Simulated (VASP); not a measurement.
Hf3C2: single point with PBEsol

Hf3C2:

```
Hf C
1.0
     1.61278    0.93114    7.78595
    -1.61278    0.93114    7.78595
     0.00000   -1.86228    7.78595
Hf C
3 2
Direct
  0.77898 0.77898 0.77898
  0.22102 0.22102 0.22102
  0.00000 0.00000 0.00000
  0.61113 0.61113 0.61113
  0.38887 0.38887 0.38887
```

```json
{"Program": "VASP 6.6.1", "Task": "single point", "Functional": "PBEsol", "Potentials or basis": "VASP PAW PBE potentials, release 64 (Hf_pv, C)", "Cutoff": "520 eV", "k mesh": "6 × 6 × 6", "Occupations": "gaussian, width 0.1 eV", "Spin": "no spin polarisation"}
```

```
Pressure               : 3.9 GPa
Largest force          : 1.676 eV/Å
Band gap on the k mesh : zero (band 19 reaches 7.11 eV, above the bottom of band 20 at 5.29 eV)
```

Forces on the atoms (eV/Å):
```
Hf   0.000  0.000 -1.676
Hf   0.000  0.000  1.676
Hf   0.000  0.000  0.000
C    0.000  0.000 -1.420
C    0.000  0.000  1.420
```

Stress tensor (GPa, compression positive):
```
4.51 0.00 0.00
0.00 4.51 0.00
0.00 0.00 2.69
```

Levels at points of the mesh, in eV from the Fermi level:
```csv
k point,band 16,band 17,band 18,band 19,band 20,band 21,band 22,band 23
"(0.00, 0.00, 0.00)",-1.67,-0.89,-0.89,1.51,1.89,1.89,2.50,2.67
"(0.50, 0.00, 0.00)",-2.64,-1.40,-1.07,-0.48,0.18,1.06,3.34,4.87
"(0.50, 0.50, 0.00)",-2.41,-2.08,-1.37,-0.68,0.38,2.02,3.61,4.06
"(0.50, 0.50, 0.50)",-1.08,-1.08,-0.27,0.18,1.38,1.38,3.37,3.65
```

Run time: 2.7 min on 1 thread of Intel(R) Xeon(R) 6975P-C (Granite Rapids), with other jobs on the host, peak memory 0.48 GiB.

Caveat: the k points lie up to 0.38 Å⁻¹ apart; the PAW data sets were made with another functional, which shifts forces and pressure a little; spin-orbit coupling is left out, which moves the levels of the heavy elements.
